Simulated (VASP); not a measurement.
Pt, 1 atom in the cell. Symmetry: Fm-3m, No. 225, cubic system. The conventional cell has a = 3.972 Å, b = 3.972 Å, c = 3.972 Å, α = 90.00°, β = 90.00°, γ = 90.00°. Within 3.7 Å of Pt (site symmetry m-3m) lie 12 Pt at 2.81 Å. 

- Program: VASP 6.6.1
- Task: single point
- Functional: PBE
- Potentials or basis: VASP PAW PBE potentials, release 64 (Pt)
- Cutoff: 520 eV
- k mesh: 14 × 14 × 14
- Occupations: methfessel-paxton, width 0.3 eV
- Spin: no spin polarisation
- Dipole correction: no
- Further INCAR settings: ALGO = Normal; EDIFF = 1e-06; NBANDS = 11

Potentials or basis: VASP PAW PBE potentials, release 64 (Pt).

Launch:

```console
$ cat potpaw_PBE.64/Pt/POTCAR > POTCAR
$ mpirun -np 1 vasp_std > vasp.out
```

Hardware: 1 thread of Intel Xeon 6975P-C (shared host).

How long does it take, and how much memory?

Run time: 7.4 s on 1 thread of Intel Xeon 6975P-C (shared host), peak memory 0.15 GiB. Counts: scf iterations 11, k points 104.
